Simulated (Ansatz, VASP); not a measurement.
**Al3N: VASP beside Ansatz**

File INCAR:

```
PREC     = Accurate       # precision mode
ENCUT    = 520            # plane-wave cutoff, eV
EDIFF    = 1E-6           # SCF threshold, eV
ISMEAR   = 0              # smearing method
SIGMA    = 0.1            # smearing width, eV
LREAL    = False          # projectors in reciprocal space
LASPH    = True           # aspherical terms in the spheres
NELM     = 150            # most SCF steps
ALGO     = Normal         # electronic algorithm
ISIF     = 2              # what is computed and relaxed
LWAVE    = False          # write WAVECAR
LCHARG   = False          # write CHGCAR
ISPIN    = 2              # spin polarisation
MAGMOM   = 0 0 0 3        # initial moments
LORBIT   = 11             # projections on sites
LDIPOL   = True         
IDIPOL   = 3            
DIPOL    = 0.5 0.5 0.353
GGA      = PE             # functional
NBANDS   = 19             # bands
```

The input KPOINTS:

```
regular mesh
0
Gamma
  9 9 1
```

Contents of POSCAR:

```
Al3N
1.0
    2.8567582919      0.0000000000      0.0000000000
   -1.4283791460      2.4740252533      0.0000000000
    0.0000000000      0.0000000000     21.6013781961
Al N
3 1
Direct
    0.6666666667      0.3333333333      0.1851733701
    0.3333333333      0.6666666667      0.2916813827
    0.0000000000      0.0000000000      0.3981865471
    0.3333333333      0.0000000000      0.5356777744
```

Input for Ansatz:

```yaml
crystal:
  lattice:
    - [2.8567582919, 0.0, 0.0]
    - [-1.428379146, 2.4740252533, 0.0]
    - [0.0, 0.0, 21.6013781961]
  atoms:
    - { symbol: Al, position: [0.6666666667, 0.3333333333, 0.1851733701] }
    - { symbol: Al, position: [0.3333333333, 0.6666666667, 0.2916813827] }
    - { symbol: Al, position: [0.0, 0.0, 0.3981865471] }
    - { symbol: "N", position: [0.3333333333, 0.0, 0.5356777744], spin: 3.0 }
basis:
  ecutwfc: 420
kpoints:
  mp_grid: { grid: [9, 9, 1] }
hamiltonian:
  xc: pbe
  pseudopotentials: { kind: paw, azcp: { folder: soft_1 } }
scf:
  occupations: { method: gaussian, width: 0.1 }
output:
  forces: true
  eigenvalues: true
  populations: true
magnetization:
  spin_polarized: true
efield:
  axis: 3
  dipole_correction: true
  ramp_width: 0.04
```

Alike in both runs: task single point; functional PBE; k mesh 9 × 9 × 1; occupations gaussian, width 0.1 eV; collinear spin.

|  | VASP | Ansatz |
| --- | --- | --- |
| version | VASP 6.6.1 | Ansatz 0.2.0 |
| potentials or method | VASP PAW PBE potentials, release 64 (Al, N), cutoff 520 eV | scalar-relativistic, plane waves, PAW |
| valence electrons in the cell | 14 | 14 |

VASP gave:

- gap on the k mesh at the Fermi level (eV): none
- rms of the force components (eV/Å): 0.246
- net moment per atom (μB): 0.62
- size of the moment on the site where the two differ most (μB): 1.85

**Question.** Which values does Ansatz return?

**Answer.** gap on the k mesh at the Fermi level (eV): none; rms of the force components (eV/Å): 0.246; net moment per atom (μB): 0.62; size of the moment on the site where the two differ most (μB): 2.55.

Site moments also hang on the region over which each program counts them. Atom by atom the forces differ by 0.000 eV/Å (rms over components). A gap of «none» marks a metal or a gap that the smearing closes.
